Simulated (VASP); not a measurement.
# ZnSe (CsCl type) (Pm-3m) in VASP: further runs, part 2 of 2

VASP 6.6.1.

### 4 Single point, PBE (12.07 Å³/atom)

This run uses another cell than the first one, of 12.07 Å³/atom.

File INCAR:

```
SYSTEM = ZnSe
ALGO = Normal ; EDIFF = 1E-7
ENCUT = 520 ; GGA = PE
ISIF = 2 ; ISMEAR = -1
LASPH = .TRUE. ; LCHARG = .FALSE.
LREAL = .FALSE. ; LWAVE = .FALSE.
NBANDS = 16 ; NELM = 80
PREC = Accurate ; SIGMA = 0.08
```

File KPOINTS:

```
k-points
0
G
  15 15 15
  0 0 0
```

File POSCAR:

```
ZnSe
1.0
    2.8897951053      0.0000000000      0.0000000000
    0.0000000000      2.8897951053      0.0000000000
    0.0000000000      0.0000000000      2.8897951053
Zn Se
1 1
Direct
    0.0000000000      0.0000000000      0.0000000000
    0.5000000000      0.5000000000      0.5000000000
```

Potentials or basis: VASP PAW PBE potentials, release 64 (Zn, Se).

Command:

```
cat potpaw_PBE.64/Zn/POTCAR potpaw_PBE.64/Se/POTCAR > POTCAR
mpirun -np 1 vasp_std > vasp.out
```

OUTCAR:

```text
SYSTEM = ZnSe
   EDIFF = 1E-7
   ENCUT = 520
   GGA = PE
   ISIF = 2
   ISMEAR = -1
   LASPH = .TRUE.
   LREAL = .FALSE.
   NELM = 80
   PREC = Accurate

 ion  position               nearest neighbor table
   1  0.000  0.000  0.000-   2 2.50   2 2.50   2 2.50   2 2.50   2 2.50   2 2.50   2 2.50   2 2.50

   2  0.500  0.500  0.500-   1 2.50   1 2.50   1 2.50   1 2.50   1 2.50   1 2.50   1 2.50   1 2.50

  LATTYP: Found a simple cubic cell.
 ALAT       =     2.8897951053

  Lattice vectors:

 A1 = (   2.8897951053,   0.0000000000,   0.0000000000)
 A2 = (   0.0000000000,   2.8897951053,   0.0000000000)
 A3 = (   0.0000000000,   0.0000000000,   2.8897951053)

Analysis of symmetry for initial positions (statically):
=====================================================================
 Subroutine PRICEL returns:
 Original cell was already a primitive cell.

 Routine SETGRP: Setting up the symmetry group for a
 simple cubic supercell.

 Subroutine GETGRP returns: Found 48 space group operations
 (whereof 48 operations were pure point group operations)
 out of a pool of 48 trial point group operations.

The static configuration has the point symmetry O_h .

Analysis of symmetry for dynamics (positions and initial velocities):
=====================================================================
 Subroutine PRICEL returns:
 Original cell was already a primitive cell.

 Routine SETGRP: Setting up the symmetry group for a
 simple cubic supercell.

 Subroutine GETGRP returns: Found 48 space group operations
 (whereof 48 operations were pure point group operations)
 out of a pool of 48 trial point group operations.

The dynamic configuration has the point symmetry O_h .

 Subroutine INISYM returns: Found 48 space group operations
 (whereof 48 operations are pure point group operations),
 and found     1 'primitive' translations

----------------------------------------------------------------------------------------

                                     Primitive cell

[... 110 lines left out ...]
     AMIX_MAG =   1.60;   BMIX_MAG =  1.00
  volume/ion in A,a.u.               =      12.07        81.43
  Fermi-wavevector in a.u.,A,eV,Ry     =   1.484677  2.805633 29.990852  2.204265
  Thomas-Fermi vector in A             =   2.598184
   LORBIT       =      0    0 simple, 1 ext, 2 COOP (PROOUT), +10 PAW based schemes
   GGA     = PE    functional components
   LHFCALC =     F    Hartree Fock is set to
   AEXX    =    0.0000 exact exchange contribution
   IVDW    =     0    specifies the selected vdW correction
   LEPSILON=     F    determine dielectric tensor
   LRPA    =     F    only Hartree local field effects (RPA)
 non-spin polarized calculation
  energy-cutoff  :      520.00
  volume of cell :       24.13
 maximum number of plane-waves:       663
 NGX is ok and might be reduce to    24
   NGX = 11   NGY = 11   NGZ = 11

 number of electron      17.9999989 magnetization

 Free energy of the ion-electron system (eV)
  ---------------------------------------------------
  ext. energy  EPLUGINS =         0.00000000
  ---------------------------------------------------
  free energy    TOTEN  =        -2.12054826 eV

  energy without entropy =       -2.10331310  energy(sigma->0) =       -2.11193068

 E-fermi :   9.1749     XC(G=0): -12.9726

 val. band max:        9.1592482613   @ k =   0.4000   0.3333   0.2000
 cond. band min:       9.2521268005   @ k =   0.4667   0.4667   0.1333
 fundamental gap:      0.0928785392
 Fermi energy:         9.1749223809

 k-point     1 :       0.0000    0.0000    0.0000
  band No.  band energies     occupation
      1      -9.6562      2.00000
      2       0.3762      2.00000
      3       0.3762      2.00000
      4       1.2010      2.00000
      5       1.2010      2.00000
      6       1.2010      2.00000
[... 433 lines left out ...]
      3       0.5066      2.00000
      4       0.7619      2.00000
      5       0.8568      2.00000
      6       1.1118      2.00000
[... 8 lines left out ...]
     15      23.9160      0.00000
     16      24.6439      0.00000

 [... further k-points ...]

------------------------ aborting loop because EDIFF is reached ----------------------------------------

  FORCE on cell =-STRESS in cart. coord.  units (eV):
  Direction    XX          YY          ZZ          XY          YZ          ZX
  --------------------------------------------------------------------------------------
  -------------------------------------------------------------------------------------
  Total       12.0334664     12.0334664     12.0334664     -0.0000000      0.0000000     -0.0000000
  in kB      798.9142687    798.9142687    798.9142687     -0.0000000      0.0000000     -0.0000000
  external PRESSURE =     798.9142687 kB  Pullay stress =       0.0000000 kB

 VOLUME and BASIS-vectors are now :
 -----------------------------------------------------------------------------
  energy-cutoff  :      520.00
  volume of cell :       24.13
      direct lattice vectors                 reciprocal lattice vectors
     2.889795105  0.000000000  0.000000000     0.346045295  0.000000000  0.000000000
     0.000000000  2.889795105  0.000000000     0.000000000  0.346045295  0.000000000
     0.000000000  0.000000000  2.889795105     0.000000000  0.000000000  0.346045295

 POSITION                                       TOTAL-FORCE (eV/Angst)
 -----------------------------------------------------------------------------------
      0.00000      0.00000      0.00000         0.000000      0.000000      0.000000
      1.44490      1.44490      1.44490         0.000000      0.000000      0.000000
 -----------------------------------------------------------------------------------
    total drift:                                0.000000      0.000000      0.000000

  FREE ENERGIE OF THE ION-ELECTRON SYSTEM (eV)
  ---------------------------------------------------
  free  energy   TOTEN  =        -2.1205482592 eV

  energy  without entropy=       -2.1033131009  energy(sigma->0) =       -2.11193068
```

stdout:

```text
POSCAR found type information on POSCAR ZnSe
 POSCAR found :  2 types and       2 ions
 scaLAPACK will be used
 LDA part: xc-table for (Slater+PW92), standard interpolation
 POSCAR, INCAR and KPOINTS ok, starting setup
 FFT: planning ... GRIDC
 FFT: planning ... GRID_SOFT
 FFT: planning ... GRID
 WAVECAR not read
 entering main loop
```

Wall time 52 s (1 thread of Intel Xeon 8259CL, shared host); peak memory 0.17 GiB.

What came out:

```
Free energy            : -2.1205 eV
Pressure               : 79.9 GPa
Band gap on the k mesh : zero (bands 9 and 10 overlap by 3.15 eV)
```

Caveat: the cell stands under pressure.

### 5 Single point, PBE (13.57 Å³/atom)

This run uses another cell than the first one, of 13.57 Å³/atom.

File INCAR:

```
ALGO = Normal
EDIFF = 1E-6
ENCUT = 520
GGA = PE
ISIF = 2
ISMEAR = -1
LASPH = T
LCHARG = F
LREAL = F
LWAVE = F
NBANDS = 16
NELM = 60
PREC = Accurate
SIGMA = 0.08
```

File KPOINTS:

```
k-points
0
Gamma
  15 15 15
```

File POSCAR:

```
ZnSe
1.0
    3.0055080252      0.0000000000      0.0000000000
    0.0000000000      3.0055080252      0.0000000000
    0.0000000000      0.0000000000      3.0055080252
Zn Se
1 1
Direct
    0.0000000000      0.0000000000      0.0000000000
    0.5000000000      0.5000000000      0.5000000000
```

Command:

```
cat potpaw_PBE.64/Zn/POTCAR potpaw_PBE.64/Se/POTCAR > POTCAR
mpirun -np 1 vasp_std > vasp.out
```

It took 48 s on 1 thread of Intel Xeon 8259CL, shared host; peak memory 0.18 GiB.

Results (log left out):

```yaml
Free_energy: -3.2657 eV
Pressure: 44.9 GPa
Band_gap_on_the_k_mesh: zero (bands 9 and 10 overlap by 2.64 eV)
```

Levels at points of the mesh, in eV from the Fermi level:
```
           k point  band 6  band 7  band 8  band 9  band 10  band 11  band 12  band 13
(0.00, 0.00, 0.00)   -7.53   -1.78   -1.78   -1.78     0.48     5.29     5.29    14.39
```

Caveat: the cell stands under pressure.

### 6 Single point, PBE (15.08 Å³/atom)

This run uses another cell than the first one, of 15.08 Å³/atom.

File INCAR:

```
PREC = Accurate
ENCUT = 520
EDIFF = 1E-7
ISMEAR = -1
SIGMA = 0.08
LREAL = F
LASPH = T
NELM = 80
ALGO = Normal
ISIF = 2
LWAVE = F
LCHARG = T
GGA = PE
LELF = T
LVHAR = T
NBANDS = 16
```

File KPOINTS:

```
regular mesh
0
Gamma
  15 15 15
```

File POSCAR:

```
ZnSe
1.0
    3.1129374110      0.0000000000      0.0000000000
    0.0000000000      3.1129374110      0.0000000000
    0.0000000000      0.0000000000      3.1129374110
Zn Se
1 1
Direct
    0.0000000000      0.0000000000      0.0000000000
    0.5000000000      0.5000000000      0.5000000000
```

Potentials or basis: VASP PAW PBE potentials, release 64 (Zn, Se).

Command:

```
cat potpaw_PBE.64/Zn/POTCAR potpaw_PBE.64/Se/POTCAR > POTCAR
mpirun -np 1 vasp_std > vasp.out
```

Wall time 56 s (1 thread of Intel Xeon 8259CL, shared host); peak memory 0.18 GiB.

It converged, with:

```yaml
Free_energy: -3.8987 eV
Pressure: 24.0 GPa
Band_gap_on_the_k_mesh: zero (bands 9 and 10 overlap by 2.17 eV)
```

Levels at points of the mesh, in eV from the Fermi level:
| k point | band 6 | band 7 | band 8 | band 9 | band 10 | band 11 | band 12 | band 13 |
| --- | --- | --- | --- | --- | --- | --- | --- | --- |
| (0.00, 0.00, 0.00) | -7.22 | -1.56 | -1.56 | -1.56 | -0.22 | 5.48 | 5.48 | 13.17 |

Caveat: the cell stands under pressure.

### 7 Summary

```csv
cell,gap on the mesh (eV),pressure (GPa)
"a = 2.747 Å, 2 atoms",none,152.0
"a = 2.890 Å, 2 atoms",none,79.9
"a = 3.006 Å, 2 atoms",none,44.9
"a = 3.113 Å, 2 atoms",none,24.0
```

Alike in all rows: task single point; level PBE; potentials or basis VASP PAW PBE potentials, release 64 (Zn, Se); no spin polarisation; k mesh 15 × 15 × 15; cutoff (eV) 520; smearing fermi-dirac 0.08 eV.

Caveats: the cell stands under pressure.

Total energies depend on the potentials used, so only differences within one code and one set of settings carry meaning.

The gap in the log of VASP goes by the Fermi energy; the results here count the filled bands.